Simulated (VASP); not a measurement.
Input of a VASP 6.6.1 run:

Contents of POSCAR:

```
CsI
1.0
    4.6081404514      0.0000000000      0.0000000000
    0.0000000000      4.6081404514      0.0000000000
    0.0000000000      0.0000000000      4.6081404514
Cs I
1 1
Direct
    0.0000000000      0.0000000000      0.0000000000
    0.5000000000      0.5000000000      0.5000000000
```

The input INCAR.step1:

```
PREC = Accurate
ENCUT = 550
ISMEAR = 0
SIGMA = 0.01
LREAL = False
LASPH = True
NELM = 120
NBANDS = 15
GGA = PE
ALGO = Normal
EDIFF = 1E-5
LWAVE = True
LCHARG = False
GGA_COMPAT = False
```

The input INCAR.step2:

```
PREC = Accurate
ENCUT = 550
EDIFF = 1E-6
ISMEAR = 0
SIGMA = 0.01
LREAL = False
LASPH = True
NELM = 120
ALGO = Normal
ISIF = 2
LWAVE = False
LCHARG = False
METAGGA = R2SCAN
LMIXTAU = True
NBANDS = 15
ISTART = 1
GGA_COMPAT = False
```

File KPOINTS:

```
Automatic mesh
0
Gamma
  4 4 4
```

Potentials or basis: VASP PAW PBE potentials, release 64 (Cs_sv, I).

Launch:

```sh
$ cat potpaw_PBE.64/Cs_sv/POTCAR potpaw_PBE.64/I/POTCAR > POTCAR
$ cp INCAR.step1 INCAR
$ mpirun -np 1 vasp_std > vasp.out
$ cp INCAR.step2 INCAR
$ mpirun -np 1 vasp_std > vasp.out
```

Task: Predict the band gap on the k mesh.

Result: 4.50 eV (least direct gap 4.59 eV).

Task: Estimate the pressure.

Result: 0.1 GPa.

Caveat: the PAW data sets were made with another functional, which shifts forces and pressure a little; spin-orbit coupling is left out, which moves the levels of the heavy elements. A k mesh can miss the band edges.
